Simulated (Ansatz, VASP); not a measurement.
Nb: VASP beside Ansatz

```
Nb
1.0
     0.00000    2.89513    2.89513
     2.89513    0.00000    2.89513
     2.89513    2.89513    0.00000
Nb
2
Cartesian
  0.7238 0.7238 0.7238
  5.0665 5.0665 5.0665
```

Alike in both runs: task relaxation of cell and atoms; functional PBE; k mesh 9 × 9 × 9; occupations fermi-dirac, width 0.05 eV; collinear spin.

|  | VASP | Ansatz |
| --- | --- | --- |
| version | VASP 6.6.1 | Ansatz 0.2.0 |
| potentials or method | VASP PAW PBE potentials, release 64 (Nb_sv), cutoff 600 eV | plane waves (420 eV) with PAW, scalar-relativistic |
| valence electrons in the cell | 26 | 26 |

|  | VASP | Ansatz | Ansatz less VASP |
| --- | --- | --- | --- |
| net moment per atom (μB) | 0.00 | 0.00 | 0.000 |
| relaxed volume (Å³/atom) | 25.78 | 25.78 | -0.003 |
| relaxed length of the cell vector where the two differ most in proportion (Å) | 4.178 | 4.178 | -0.0001 |

Ansatz's warnings: seeded moment not kept.
